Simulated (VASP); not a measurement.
# SnTe (P1) in VASP: further runs, part 3 of 3

VASP 6.6.1. The steps go on from the part before.

### 5 Single point, PBEsol

INCAR reads:

```
  PREC = Accurate
  ENCUT = 520
  EDIFF = 1E-7
  ISMEAR = 0
  SIGMA = 0.01
  LREAL = False
  LASPH = True
  NELM = 80
  ALGO = Normal
  ISIF = 2
  LWAVE = False
  LCHARG = False
  GGA = PS
  NBANDS = 17
```

KPOINTS reads:

```
regular mesh
0
Gamma
  3 3 3
```

POSCAR reads:

```
SnTe
1.0
   -0.0123400000      3.5909600000      3.5803100000
    3.6386700000     -0.0265400000      3.5945100000
    3.6394100000      3.6059000000     -0.0272800000
Sn Te
1 1
Direct
    0.9985680162      0.0037461214      0.0024538942
    0.7561500000      0.7474000000      0.7507500000
```

Potentials or basis: VASP PAW PBE potentials, release 64 (Sn_d, Te).

Run with:

```bash
$ cat potpaw_PBE.64/Sn_d/POTCAR potpaw_PBE.64/Te/POTCAR > POTCAR
$ mpirun -np 1 vasp_std > vasp.out
```

OUTCAR:

```text
PREC = Accurate
   ENCUT = 520
   EDIFF = 1E-7
   ISMEAR = 0
   LREAL = False
   LASPH = True
   NELM = 80
   ISIF = 2
   GGA = PS

 ion  position               nearest neighbor table
   1  0.999  0.004  0.002-   2 3.12   2 3.12   2 3.14   2 3.16
   2  0.756  0.747  0.751-   1 3.12   1 3.12   1 3.14   1 3.16

  LATTYP: Found a triclinic cell.
 ALAT       =     8.8859422597
 B/A-ratio  =     0.5772624508
 C/A-ratio  =     0.8204465828
 COS(alpha) =     0.0002842948
 COS(beta)  =     0.4090921630
 COS(gamma) =     0.8668528368

  Lattice vectors:

 A1 = (  -3.6401500000,  -7.2383400000,   3.6490700000)
 A2 = (  -0.0007400000,  -3.6324400000,   3.6217900000)
 A3 = (  -7.2904200000,   0.0116000000,   0.0130800000)

Analysis of symmetry for initial positions (statically):
=====================================================================
 Subroutine PRICEL returns:
 Original cell was already a primitive cell.

 Routine SETGRP: Setting up the symmetry group for a
 triclinic supercell.

 Subroutine GETGRP returns: Found  1 space group operations
 (whereof  1 operations were pure point group operations)
 out of a pool of  2 trial point group operations.

The static configuration has the point symmetry C_1 .

Analysis of symmetry for dynamics (positions and initial velocities):
=====================================================================
 Subroutine PRICEL returns:
 Original cell was already a primitive cell.

 Routine SETGRP: Setting up the symmetry group for a
 triclinic supercell.

 Subroutine GETGRP returns: Found  1 space group operations
 (whereof  1 operations were pure point group operations)
 out of a pool of  2 trial point group operations.

The dynamic configuration has the point symmetry C_1 .

 Subroutine INISYM returns: Found  1 space group operations
 (whereof  1 operations are pure point group operations),
 and found     1 'primitive' translations

----------------------------------------------------------------------------------------

                                     Primitive cell

  volume of cell :      94.8149

  direct lattice vectors                    reciprocal lattice vectors
    -0.012340000  3.590960000  3.580310000    -0.136695006  0.139019947  0.139400810
     3.638670000 -0.026540000  3.594510000     0.137195788 -0.137424425  0.138306071
     3.639410000  3.605900000 -0.027280000     0.137138433  0.137867852 -0.137805289

  length of vectors
     5.070874253  5.114794803  5.123335257     0.239676149  0.238404543  0.238337559

  position of ions in fractional coordinates (direct lattice)
     0.998568016  0.003746121  0.002453894
     0.756150000  0.747400000  0.750750000

  ion indices of the primitive-cell ions
   primitive index   ion index
                 1           1
                 2           2

----------------------------------------------------------------------------------------

 KPOINTS: regular mesh

Automatic generation of k-mesh.
 Grid dimensions read from file:
 generate k-points for:    3    3    3

 Generating k-lattice:

  Cartesian coordinates                     Fractional coordinates (reciprocal lattice)
    -0.045565002  0.046339982  0.046466937     0.333333333  0.000000000  0.000000000
     0.045731929 -0.045808142  0.046102024    -0.000000000  0.333333333 -0.000000000
     0.045712811  0.045955951 -0.045935096     0.000000000  0.000000000  0.333333333

  Length of vectors
     0.079892050  0.079468181  0.079445853

  Shift w.r.t. Gamma in fractional coordinates (k-lattice)
     0.000000000  0.000000000  0.000000000

 Subroutine IBZKPT returns following result:
 ===========================================

 Found     14 irreducible k-points:

 Following reciprocal coordinates:
            Coordinates               Weight
  0.000000  0.000000  0.000000      1.000000
  0.333333  0.000000 -0.000000      2.000000
 -0.000000  0.333333 -0.000000      2.000000
  0.333333  0.333333 -0.000000      2.000000
 -0.333333  0.333333 -0.000000      2.000000
  0.000000 -0.000000  0.333333      2.000000
  0.333333 -0.000000  0.333333      2.000000
 -0.333333 -0.000000  0.333333      2.000000
 -0.000000  0.333333  0.333333      2.000000
  0.333333  0.333333  0.333333      2.000000
 -0.333333  0.333333  0.333333      2.000000
  0.000000 -0.333333  0.333333      2.000000
  0.333333 -0.333333  0.333333      2.000000
 -0.333333 -0.333333  0.333333      2.000000
   k-points           NKPTS =     14   k-points in BZ     NKDIM =     14   number of bands    NBANDS=     17
   number of dos      NEDOS =    301   number of ions     NIONS =      2
   total plane-waves  NPLWV =  64000
   dimension x,y,z NGX =    40 NGY =   40 NGZ =   40
   dimension x,y,z NGXF=    80 NGYF=   80 NGZF=   80
   ions per type =               1   1
   NGX,Y,Z   is equivalent  to a cutoff of  13.11, 13.00, 12.98 a.u.
   NGXF,Y,Z  is equivalent  to a cutoff of  26.23, 26.00, 25.96 a.u.
 SYSTEM =  unknown system
   PREC   = accura    normal or accurate (medium, high low for compatibility)
   ISTART =      0    job   : 0-new  1-cont  2-samecut
   ICHARG =      2    charge: 1-file 2-atom 10-const
   ISPIN  =      1    spin polarized calculation?
   LNONCOLLINEAR =      F non collinear calculations
   LSORBIT =      F    spin-orbit coupling
   LASPH  =      T    aspherical Exc in radial PAW
   ENCUT  =  520.0 eV  38.22 Ry    6.18 a.u.   9.43  9.51  9.53*2*pi/ulx,y,z
   NELM   =     80;   NELMIN=  2; NELMDL= -5     # of ELM steps
   EDIFF  = 0.1E-06   stopping-criterion for ELM
   LREAL  =      F    real-space projection
   EDIFFG = 0.1E-05   stopping-criterion for IOM
   NSW    =      0    number of steps for IOM
   IBRION =     -1    ionic relax: 0-MD 1-quasi-New 2-CG
   NFREE  =      0    steps in history (QN), initial steepest desc. (CG)
   ISIF   =      2    stress and relaxation
   ISYM   =      2    0-nonsym 1-usesym 2-fastsym
   POTIM  = 0.5000    time-step for ionic-motion
   TEBEG  =    0.0;   TEEND  =   0.0 temperature during run
   PSTRESS=    0.0 pullay stress
   NELECT =      20.0000    total number of electrons
   NUPDOWN=      -1.0000    fix difference up-down
   EMIN   =  10.00;   EMAX   =-10.00  energy-range for DOS
   EFERMI =   0.00;   METHOD = LEGACY
   ISMEAR =     0;   SIGMA  =   0.01  broadening in eV -4-tet -1-fermi 0-gaus
   EFERMI_NEDOS =   21; number of points for ismear=-14 and -15
   IALGO  =     38    algorithm
   IMIX   =      4    mixing-type and parameters
     AMIX     =   0.40;   BMIX     =  1.00
     AMIX_MAG =   1.60;   BMIX_MAG =  1.00
  volume/ion in A,a.u.               =      47.41       319.92
  Fermi-wavevector in a.u.,A,eV,Ry     =   0.974524  1.841584 12.921421  0.949698
  Thomas-Fermi vector in A             =   2.104991
   LORBIT       =      0    0 simple, 1 ext, 2 COOP (PROOUT), +10 PAW based schemes
   GGA     = PS    functional components
   LHFCALC =     F    Hartree Fock is set to
   AEXX    =    0.0000 exact exchange contribution
   IVDW    =     0    specifies the selected vdW correction
   LEPSILON=     F    determine dielectric tensor
   LRPA    =     F    only Hartree local field effects (RPA)
 non-spin polarized calculation
 Gauss-broadening in eV      SIGMA  =   0.01
  energy-cutoff  :      520.00
  volume of cell :       94.81
 maximum number of plane-waves:      2601
 NGX is ok and might be reduce to    40
   NGX = 19   NGY = 19   NGZ = 19

 number of electron      20.0000001 magnetization

 Free energy of the ion-electron system (eV)
  ---------------------------------------------------
  ext. energy  EPLUGINS =         0.00000000
  ---------------------------------------------------
  free energy    TOTEN  =        -7.71106476 eV

  energy without entropy =       -7.71106476  energy(sigma->0) =       -7.71106476

 E-fermi :   2.4863     XC(G=0):  -7.6311

 val. band max:        2.4273514970   @ k =   0.0000  -0.3333   0.3333
 cond. band min:       3.1369289447   @ k =   0.3333   0.3333  -0.0000
 fundamental gap:      0.7095774477
 Fermi energy:         2.4862606983

 k-point     1 :       0.0000    0.0000    0.0000
  band No.  band energies     occupation
      1     -18.7531      2.00000
      2     -18.7516      2.00000
      3     -18.7505      2.00000
      4     -18.7426      2.00000
      5     -18.7413      2.00000
      6      -8.5922      2.00000
[... 257 lines left out ...]
      4     -18.7426      2.00000
      5     -18.7409      2.00000
      6      -7.9059      2.00000
[... 9 lines left out ...]
     16      10.1344      0.00000
     17      11.8444      0.00000

------------------------ aborting loop because EDIFF is reached ----------------------------------------

  FORCE on cell =-STRESS in cart. coord.  units (eV):
  Direction    XX          YY          ZZ          XY          YZ          ZX
  --------------------------------------------------------------------------------------
  -------------------------------------------------------------------------------------
  Total       -1.4057017     -1.3637104     -1.3527470      0.0180382     -0.0340587      0.0547681
  in kB      -23.7534820    -23.0439160    -22.8586565      0.3048092     -0.5755230      0.9254680
  external PRESSURE =     -23.2186848 kB  Pullay stress =       0.0000000 kB

 VOLUME and BASIS-vectors are now :
 -----------------------------------------------------------------------------
  energy-cutoff  :      520.00
  volume of cell :       94.81
      direct lattice vectors                 reciprocal lattice vectors
    -0.012340000  3.590960000  3.580310000    -0.136695006  0.139019947  0.139400810
     3.638670000 -0.026540000  3.594510000     0.137195788 -0.137424425  0.138306071
     3.639410000  3.605900000 -0.027280000     0.137138433  0.137867852 -0.137805289

 POSITION                                       TOTAL-FORCE (eV/Angst)
 -----------------------------------------------------------------------------------
      0.01024      3.59457      3.58858        -0.033549      0.050625      0.014585
      5.44250      5.40260      5.37331         0.033549     -0.050625     -0.014585
 -----------------------------------------------------------------------------------
    total drift:                                0.000327     -0.000217     -0.000234

  FREE ENERGIE OF THE ION-ELECTRON SYSTEM (eV)
  ---------------------------------------------------
  free  energy   TOTEN  =        -7.7110647563 eV

  energy  without entropy=       -7.7110647563  energy(sigma->0) =       -7.71106476
```

stdout:

```text
POSCAR found type information on POSCAR SnTe
 POSCAR found :  2 types and       2 ions
 scaLAPACK will be used
 -----------------------------------------------------------------------------
|                                                                             |
|                                                                             |
|     You enforced a specific xc type in the INCAR file but a different       |
|     I HOPE YOU KNOW WHAT YOU ARE DOING!                                     |
|                                                                             |
 -----------------------------------------------------------------------------

 LDA part: xc-table for (Slater+PW92), standard interpolation
 POSCAR, INCAR and KPOINTS ok, starting setup
 FFT: planning ... GRIDC
 FFT: planning ... GRID_SOFT
 FFT: planning ... GRID
 WAVECAR not read
 entering main loop
```

Run time: 25 s. Hardware: 1 thread of Intel Xeon Platinum 8259CL at 2.50GHz (Skylake/Cascade Lake), shared host; peak memory 0.23 GiB.

Results:

```
Free energy            : -7.7111 eV
Pressure               : -2.3 GPa
Largest force          : 0.062 eV/Å
Band gap on the k mesh : 0.71 eV, indirect (least direct gap 0.95 eV)
```

Forces on the atoms (eV/Å):
```
Sn  -0.034  0.051  0.015
Te   0.034 -0.051 -0.015
```

Caveat: the k points lie up to 0.50 Å⁻¹ apart; the PAW data sets were made with another functional, which shifts forces and pressure a little; spin-orbit coupling is left out, which moves the levels of the heavy elements. A k mesh can miss the band edges.
